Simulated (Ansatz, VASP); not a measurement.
## One calculation of NaI, two programs

```
Na I
1.0
    -0.01541    3.54319    3.54319
     3.54319   -0.01541    3.54319
     3.52778    3.52778    0.00000
Na I
1 1
Direct
  0.99901 0.99901 0.00099
  0.25099 0.25099 0.24901
```

Change from the starting cell: shear_xy strain -0.9%.

Alike in both runs: task single point; functional PBE; k mesh 6 × 6 × 6; occupations fermi-dirac, width 0.02 eV; no spin polarisation.

|  | VASP | Ansatz |
| --- | --- | --- |
| version | VASP 6.6.1 | Ansatz 0.2.0 |
| potentials or method | VASP PAW PBE potentials, release 64 (Na_pv, I) | plane waves, PAW |
| plane-wave cutoff (eV) | 520 | 420 |
| valence electrons in the cell | 14 | 26 |

```csv
,VASP,Ansatz,Ansatz less VASP
gap on the k mesh at the Fermi level (eV),3.81,3.81,+0.003
pressure (GPa),0.4,0.4,-0.01
```

With one functional, cell and mesh, what is left measures potentials, basis and numerics. VASP's potentials hold 14 valence electrons a cell and Ansatz's 26, so a difference there can come from the potentials and not from the codes.

Spin-orbit coupling is off throughout.
